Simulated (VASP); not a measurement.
# Mn (Pm-3m) in VASP: a series of runs

Mn is run at these levels: PBEsol; tasks: single point.

All numbers are computed with VASP 6.6.1; they aren't measurements. Logs are shortened: lines on timing, memory, paths and dates and some standing lists are left out, and cuts for length are marked.

## (1) The cell of the first run

The structure is cubic, space group Pm-3m (No. 221). Conventional cell: a = 2.251 Å, b = 2.251 Å, c = 2.251 Å, α = 90.00°, β = 90.00°, γ = 90.00°. Within 3.0 Å of Mn (site symmetry m-3m) lie 6 Mn at 2.25 Å.

This isn't the form of Mn at room conditions, which is a 58-atom cubic cell.

## (2) Single point, PBEsol, collinear spin, ferromagnetic start

INCAR

```
PREC = Accurate
ENCUT = 500
EDIFF = 1E-6
ISMEAR = 0
SIGMA = 0.1
LREAL = False
LASPH = True
NELM = 200
ALGO = Normal
ISIF = 2
LWAVE = False
LCHARG = False
ISPIN = 2
MAGMOM = 1.38
LORBIT = 11
LMAXMIX = 4
GGA = PS
NBANDS = 16
GGA_COMPAT = False
```

KPOINTS

```
Automatic mesh
0
Gamma
  8 8 8
```

POSCAR

```
Mn
1.0
    2.2509529880      0.0000000000      0.0000000000
    0.0000000000      2.2509529880      0.0000000000
    0.0000000000      0.0000000000      2.2509529880
Mn
1
Direct
    0.0000000000      0.0000000000      0.0000000000
```

Potentials or basis: VASP PAW PBE potentials, release 64 (Mn_pv).

Command:

```
$ cat potpaw_PBE.64/Mn_pv/POTCAR > POTCAR
$ mpirun -np 1 vasp_std > vasp.out
```

OUTCAR:

```text
PREC = Accurate
   ENCUT = 500
   EDIFF = 1E-6
   ISMEAR = 0
   LREAL = False
   LASPH = True
   NELM = 200
   ISIF = 2
   ISPIN = 2
   LORBIT = 11
   GGA = PS

 ion  position               nearest neighbor table
   1  0.000  0.000  0.000-

  LATTYP: Found a simple cubic cell.
 ALAT       =     2.2509529880

  Lattice vectors:

 A1 = (   2.2509529880,   0.0000000000,   0.0000000000)
 A2 = (   0.0000000000,   2.2509529880,   0.0000000000)
 A3 = (   0.0000000000,   0.0000000000,   2.2509529880)

Analysis of symmetry for initial positions (statically):
=====================================================================
 Subroutine PRICEL returns:
 Original cell was already a primitive cell.

 Routine SETGRP: Setting up the symmetry group for a
 simple cubic supercell.

 Subroutine GETGRP returns: Found 48 space group operations
 (whereof 48 operations were pure point group operations)
 out of a pool of 48 trial point group operations.

The static configuration has the point symmetry O_h .

Analysis of symmetry for dynamics (positions and initial velocities):
=====================================================================
 Subroutine PRICEL returns:
 Original cell was already a primitive cell.

 Routine SETGRP: Setting up the symmetry group for a
 simple cubic supercell.

 Subroutine GETGRP returns: Found 48 space group operations
 (whereof 48 operations were pure point group operations)
 out of a pool of 48 trial point group operations.

The dynamic configuration has the point symmetry O_h .

Analysis of structural, dynamic, and magnetic symmetry:
=====================================================================
 Subroutine PRICEL returns:
 Original cell was already a primitive cell.

 Routine SETGRP: Setting up the symmetry group for a
 simple cubic supercell.

 Subroutine GETGRP returns: Found 48 space group operations
 (whereof 48 operations were pure point group operations)
 out of a pool of 48 trial point group operations.

The overall configuration has the point symmetry O_h .

 Subroutine INISYM returns: Found 48 space group operations
 (whereof 48 operations are pure point group operations),
 and found     1 'primitive' translations

----------------------------------------------------------------------------------------

                                     Primitive cell

  volume of cell :      11.4051

  direct lattice vectors                    reciprocal lattice vectors
     2.250952988  0.000000000  0.000000000     0.444256280  0.000000000  0.000000000
     0.000000000  2.250952988  0.000000000     0.000000000  0.444256280  0.000000000
     0.000000000  0.000000000  2.250952988     0.000000000  0.000000000  0.444256280

  length of vectors
     2.250952988  2.250952988  2.250952988     0.444256280  0.444256280  0.444256280

  position of ions in fractional coordinates (direct lattice)
     0.000000000  0.000000000  0.000000000

  ion indices of the primitive-cell ions
   primitive index   ion index
                 1           1

----------------------------------------------------------------------------------------

 KPOINTS: Automatic mesh

Automatic generation of k-mesh.
 Grid dimensions read from file:
 generate k-points for:    8    8    8

 Generating k-lattice:

  Cartesian coordinates                     Fractional coordinates (reciprocal lattice)
     0.055532035  0.000000000  0.000000000     0.125000000  0.000000000  0.000000000
     0.000000000  0.055532035  0.000000000     0.000000000  0.125000000  0.000000000
     0.000000000  0.000000000  0.055532035     0.000000000  0.000000000  0.125000000

  Length of vectors
     0.055532035  0.055532035  0.055532035

  Shift w.r.t. Gamma in fractional coordinates (k-lattice)
     0.000000000  0.000000000  0.000000000

 Subroutine IBZKPT returns following result:
 ===========================================

 Found     35 irreducible k-points:

 Following reciprocal coordinates:
            Coordinates               Weight
  0.000000  0.000000  0.000000      1.000000
  0.125000  0.000000  0.000000      6.000000
  0.250000  0.000000  0.000000      6.000000
  0.375000  0.000000  0.000000      6.000000
  0.500000  0.000000  0.000000      3.000000
  0.125000  0.125000  0.000000     12.000000
[... 16 lines left out ...]
  0.375000  0.375000  0.125000     24.000000
  0.500000  0.375000  0.125000     24.000000
 [... further k-points ...]
   k-points           NKPTS =     35   k-points in BZ     NKDIM =     35   number of bands    NBANDS=     16
   number of dos      NEDOS =    301   number of ions     NIONS =      1
   total plane-waves  NPLWV =   4096
   dimension x,y,z NGX =    16 NGY =   16 NGZ =   16
   dimension x,y,z NGXF=    32 NGYF=   32 NGZF=   32
   ions per type =               1
   NGX,Y,Z   is equivalent  to a cutoff of  11.82, 11.82, 11.82 a.u.
   NGXF,Y,Z  is equivalent  to a cutoff of  23.63, 23.63, 23.63 a.u.
 SYSTEM =  unknown system
   PREC   = accura    normal or accurate (medium, high low for compatibility)
   ISTART =      0    job   : 0-new  1-cont  2-samecut
   ICHARG =      2    charge: 1-file 2-atom 10-const
   ISPIN  =      2    spin polarized calculation?
   LNONCOLLINEAR =      F non collinear calculations
   LSORBIT =      F    spin-orbit coupling
   LASPH  =      T    aspherical Exc in radial PAW
   ENCUT  =  500.0 eV  36.75 Ry    6.06 a.u.   4.10  4.10  4.10*2*pi/ulx,y,z
   NELM   =    200;   NELMIN=  2; NELMDL= -5     # of ELM steps
   EDIFF  = 0.1E-05   stopping-criterion for ELM
   LREAL  =      F    real-space projection
   EDIFFG = 0.1E-04   stopping-criterion for IOM
   NSW    =      0    number of steps for IOM
   IBRION =     -1    ionic relax: 0-MD 1-quasi-New 2-CG
   NFREE  =      0    steps in history (QN), initial steepest desc. (CG)
   ISIF   =      2    stress and relaxation
   ISYM   =      2    0-nonsym 1-usesym 2-fastsym
   POTIM  = 0.5000    time-step for ionic-motion
   TEBEG  =    0.0;   TEEND  =   0.0 temperature during run
   PSTRESS=    0.0 pullay stress
   NELECT =      13.0000    total number of electrons
   NUPDOWN=      -1.0000    fix difference up-down
   EMIN   =  10.00;   EMAX   =-10.00  energy-range for DOS
   EFERMI =   0.00;   METHOD = LEGACY
   ISMEAR =     0;   SIGMA  =   0.10  broadening in eV -4-tet -1-fermi 0-gaus
   EFERMI_NEDOS =   21; number of points for ismear=-14 and -15
   IALGO  =     38    algorithm
   IMIX   =      4    mixing-type and parameters
     AMIX     =   0.40;   BMIX     =  1.00
     AMIX_MAG =   1.60;   BMIX_MAG =  1.00
  volume/ion in A,a.u.               =      11.41        76.97
  Fermi-wavevector in a.u.,A,eV,Ry     =   1.710105  3.231630 39.789697  2.924460
  Thomas-Fermi vector in A             =   2.788466
   LORBIT       =     11    0 simple, 1 ext, 2 COOP (PROOUT), +10 PAW based schemes
   GGA     = PS    functional components
   LHFCALC =     F    Hartree Fock is set to
   AEXX    =    0.0000 exact exchange contribution
   IVDW    =     0    specifies the selected vdW correction
   LEPSILON=     F    determine dielectric tensor
   LRPA    =     F    only Hartree local field effects (RPA)
 spin polarized calculation
 Gauss-broadening in eV      SIGMA  =   0.10
  energy-cutoff  :      500.00
  volume of cell :       11.41
 maximum number of plane-waves:       304
   NGX =  9   NGY =  9   NGZ =  9

 number of electron      12.9999984 magnetization       0.0001894

 Free energy of the ion-electron system (eV)
  ---------------------------------------------------
  ext. energy  EPLUGINS =         0.00000000
  ---------------------------------------------------
  free energy    TOTEN  =        -8.79541069 eV

  energy without entropy =       -8.78640332  energy(sigma->0) =       -8.79090701

 E-fermi :   9.8186     XC(G=0): -13.7095

 val. band max:        9.7743214153   @ k =   0.2500   0.2500   0.1250
 cond. band min:       9.8286026642   @ k =   0.5000   0.3750   0.2500
 fundamental gap:      0.0542812489
 Fermi energy:         9.8186308929

 spin component 1

 k-point     1 :       0.0000    0.0000    0.0000
  band No.  band energies     occupation
      1     -37.6940      1.00000
      2     -37.6940      1.00000
      3     -37.6940      1.00000
      4       1.6516      1.00000
      5       5.9904      1.00000
      6       5.9904      1.00000
[... 8 lines left out ...]
     15      39.4768      0.00000
     16      42.4877      0.00000

 k-point     2 :       0.1250    0.0000    0.0000
  band No.  band energies     occupation
      1     -37.8454      1.00000
      2     -37.6811      1.00000
      3     -37.6811      1.00000
      4       2.1709      1.00000
      5       6.0962      1.00000
      6       6.3509      1.00000
[... 8 lines left out ...]
     15      41.1038      0.00000
     16      43.7460      0.00000
[... 387 lines left out ...]
      5       7.7778      1.00000
      6       9.3692      1.00000
[... 8 lines left out ...]
     15      41.2188      0.00000
     16      42.0738      0.00000

 k-point    24 :       0.5000    0.3750    0.1250
  band No.  band energies     occupation
      1     -38.5513      1.00000
      2     -38.3969      1.00000
      3     -37.6697      1.00000
      4       5.1660      1.00000
      5       7.9807      1.00000
      6       9.1243      1.00000
[... 8 lines left out ...]
     15      40.9560      0.00000
     16      41.5303      0.00000

 [... further k-points ...]

 spin component 2

 k-point     1 :       0.0000    0.0000    0.0000
  band No.  band energies     occupation
      1     -37.6938      1.00000
      2     -37.6938      1.00000
      3     -37.6938      1.00000
      4       1.6516      1.00000
      5       5.9906      1.00000
      6       5.9906      1.00000
[... 8 lines left out ...]
     15      39.4770      0.00000
     16      42.4879      0.00000

 k-point     2 :       0.1250    0.0000    0.0000
  band No.  band energies     occupation
      1     -37.8452      1.00000
      2     -37.6810      1.00000
      3     -37.6810      1.00000
      4       2.1710      1.00000
      5       6.0964      1.00000
      6       6.3511      1.00000
[... 8 lines left out ...]
     15      41.1041      0.00000
     16      43.7461      0.00000
[... 387 lines left out ...]
      5       7.7779      1.00000
      6       9.3694      1.00000
[... 8 lines left out ...]
     15      41.2190      0.00000
     16      42.0739      0.00000

 k-point    24 :       0.5000    0.3750    0.1250
  band No.  band energies     occupation
      1     -38.5511      1.00000
      2     -38.3967      1.00000
      3     -37.6695      1.00000
      4       5.1661      1.00000
      5       7.9809      1.00000
      6       9.1245      1.00000
[... 8 lines left out ...]
     15      40.9561      0.00000
     16      41.5306      0.00000

 [... further k-points ...]

------------------------ aborting loop because EDIFF is reached ----------------------------------------

  FORCE on cell =-STRESS in cart. coord.  units (eV):
  Direction    XX          YY          ZZ          XY          YZ          ZX
  --------------------------------------------------------------------------------------
  -------------------------------------------------------------------------------------
  Total        0.0392429      0.0392429      0.0392429      0.0000000      0.0000000     -0.0000000
  in kB        5.5128030      5.5128030      5.5128030      0.0000000      0.0000000     -0.0000000
  external PRESSURE =       5.5128030 kB  Pullay stress =       0.0000000 kB

 VOLUME and BASIS-vectors are now :
 -----------------------------------------------------------------------------
  energy-cutoff  :      500.00
  volume of cell :       11.41
      direct lattice vectors                 reciprocal lattice vectors
     2.250952988  0.000000000  0.000000000     0.444256280  0.000000000  0.000000000
     0.000000000  2.250952988  0.000000000     0.000000000  0.444256280  0.000000000
     0.000000000  0.000000000  2.250952988     0.000000000  0.000000000  0.444256280

 POSITION                                       TOTAL-FORCE (eV/Angst)
 -----------------------------------------------------------------------------------
      0.00000      0.00000      0.00000         0.000000      0.000000      0.000000
 -----------------------------------------------------------------------------------
    total drift:                                0.000000     -0.000000      0.000000

  FREE ENERGIE OF THE ION-ELECTRON SYSTEM (eV)
  ---------------------------------------------------
  free  energy   TOTEN  =        -8.7954106921 eV

  energy  without entropy=       -8.7864033179  energy(sigma->0) =       -8.79090701

 total charge

# of ion       s       p       d       tot
------------------------------------------
    1        0.439   6.340   5.306  12.086

 magnetization (x)

# of ion       s       p       d       tot
------------------------------------------
    1        0.000   0.000   0.000   0.000
```

It took 6.8 s on 1 thread of Intel Xeon Platinum 8488C (Sapphire Rapids), shared host; peak memory 0.12 GiB.

Results:

```
Free energy                                           : -8.7954 eV
Pressure                                              : 0.6 GPa
Net moment                                            : 0.00 μB per cell
Valence electrons inside the program's atomic spheres : Mn 12.09
```

Levels at points of the mesh, in eV from the Fermi level:
Spin up:
| k point | band 3 | band 4 | band 5 | band 6 | band 7 | band 8 | band 9 | band 10 |
| --- | --- | --- | --- | --- | --- | --- | --- | --- |
| (0.00, 0.00, 0.00) | -47.51 | -8.17 | -3.83 | -3.83 | 1.79 | 1.79 | 1.79 | 20.92 |
| (0.50, 0.00, 0.00) | -47.42 | -3.70 | -3.06 | -1.03 | -0.15 | -0.15 | 1.96 | 7.05 |
| (0.50, 0.50, 0.00) | -47.34 | -5.20 | -2.31 | 0.27 | 0.27 | 3.13 | 6.32 | 6.32 |
| (0.50, 0.50, 0.50) | -48.24 | -3.57 | -3.57 | -3.57 | 3.23 | 3.23 | 12.08 | 14.69 |
Spin down:
| k point | band 3 | band 4 | band 5 | band 6 | band 7 | band 8 | band 9 | band 10 |
| --- | --- | --- | --- | --- | --- | --- | --- | --- |
| (0.00, 0.00, 0.00) | -47.51 | -8.17 | -3.83 | -3.83 | 1.79 | 1.79 | 1.79 | 20.92 |
| (0.50, 0.00, 0.00) | -47.42 | -3.70 | -3.06 | -1.03 | -0.15 | -0.15 | 1.96 | 7.05 |
| (0.50, 0.50, 0.00) | -47.34 | -5.20 | -2.31 | 0.27 | 0.27 | 3.13 | 6.32 | 6.32 |
| (0.50, 0.50, 0.50) | -48.24 | -3.57 | -3.57 | -3.57 | 3.23 | 3.23 | 12.08 | 14.69 |

Caveat: the PAW data sets were made with another functional, which shifts forces and pressure a little.

## (3) Single point, PBEsol, collinear spin, ferromagnetic start

This run uses another cell than the first one, of 13.64 Å³/atom.

INCAR

```
SYSTEM = Mn
  PREC = Accurate
  ENCUT = 500
  EDIFF = 1E-6
  ISMEAR = 0
  SIGMA = 0.1
  LREAL = .False.
  LASPH = .True.
  NELM = 200
  ALGO = Normal
  ISIF = 2
  LWAVE = .False.
  LCHARG = .False.
  ISPIN = 2
  MAGMOM = 4
  LORBIT = 11
  LMAXMIX = 4
  GGA = PS
  NBANDS = 16
  GGA_COMPAT = .False.
```

KPOINTS

```
Automatic mesh
0
Gamma
  8 8 8
  0 0 0
```

POSCAR

```
Mn
1.0
    2.3890424971      0.0000000000      0.0000000000
    0.0000000000      2.3890424971      0.0000000000
    0.0000000000      0.0000000000      2.3890424971
Mn
1
Direct
    0.0000000000      0.0000000000      0.0000000000
```

Potentials or basis: VASP PAW PBE potentials, release 64 (Mn_pv).

Command:

```
$ cat potpaw_PBE.64/Mn_pv/POTCAR > POTCAR
$ mpirun -np 1 vasp_std > vasp.out
```

OUTCAR:

```text
SYSTEM = Mn
   PREC = Accurate
   ENCUT = 500
   EDIFF = 1E-6
   ISMEAR = 0
   LREAL = .False.
   LASPH = .True.
   NELM = 200
   ISIF = 2
   ISPIN = 2
   LORBIT = 11
   GGA = PS

 ion  position               nearest neighbor table
   1  0.000  0.000  0.000-

  LATTYP: Found a simple cubic cell.
 ALAT       =     2.3890424971

  Lattice vectors:

 A1 = (   2.3890424971,   0.0000000000,   0.0000000000)
 A2 = (   0.0000000000,   2.3890424971,   0.0000000000)
[... 1121 lines left out ...]
  -------------------------------------------------------------------------------------
  Total       -1.7741031     -1.7741031     -1.7741031      0.0000000     -0.0000000      0.0000000
  in kB     -208.4576419   -208.4576419   -208.4576419      0.0000000     -0.0000000      0.0000000
  external PRESSURE =    -208.4576419 kB  Pullay stress =       0.0000000 kB

 VOLUME and BASIS-vectors are now :
 -----------------------------------------------------------------------------
  energy-cutoff  :      500.00
  volume of cell :       13.64
      direct lattice vectors                 reciprocal lattice vectors
     2.389042497  0.000000000  0.000000000     0.418577736  0.000000000  0.000000000
     0.000000000  2.389042497  0.000000000     0.000000000  0.418577736  0.000000000
     0.000000000  0.000000000  2.389042497     0.000000000  0.000000000  0.418577736

 POSITION                                       TOTAL-FORCE (eV/Angst)
 -----------------------------------------------------------------------------------
      0.00000      0.00000      0.00000         0.000000      0.000000      0.000000
 -----------------------------------------------------------------------------------
    total drift:                                0.000000      0.000000      0.000000

  FREE ENERGIE OF THE ION-ELECTRON SYSTEM (eV)
  ---------------------------------------------------
  free  energy   TOTEN  =        -8.5805521559 eV

  energy  without entropy=       -8.5697498870  energy(sigma->0) =       -8.57515102

 total charge

# of ion       s       p       d       tot
------------------------------------------
    1        0.393   6.253   5.148  11.794

 magnetization (x)

# of ion       s       p       d       tot
------------------------------------------
    1       -0.003  -0.008   1.298   1.287
```

stdout:

```text
POSCAR found type information on POSCAR Mn
 POSCAR found :  1 types and       1 ions
 scaLAPACK will be used
 -----------------------------------------------------------------------------
|                                                                             |
|                                                                             |
|     You enforced a specific xc type in the INCAR file but a different       |
|     I HOPE YOU KNOW WHAT YOU ARE DOING!                                     |
|                                                                             |
 -----------------------------------------------------------------------------

 LDA part: xc-table for (Slater+PW92), standard interpolation
 POSCAR, INCAR and KPOINTS ok, starting setup
 FFT: planning ... GRIDC
 FFT: planning ... GRID_SOFT
 FFT: planning ... GRID
 WAVECAR not read
 entering main loop
```

Wall time 12 s (1 thread of Intel Xeon Platinum 8488C (Sapphire Rapids), shared host); peak memory 0.13 GiB.

What came out:

```yaml
Free_energy: -8.5806 eV
Pressure: -20.8 GPa
Net_moment: 1.30 μB per cell
Site_moments: Mn +1.29 μB
Valence_electrons_inside_the_program's_atomic_spheres: Mn 11.79
```

Caveat: the cell stands under tension; the PAW data sets were made with another functional, which shifts forces and pressure a little.
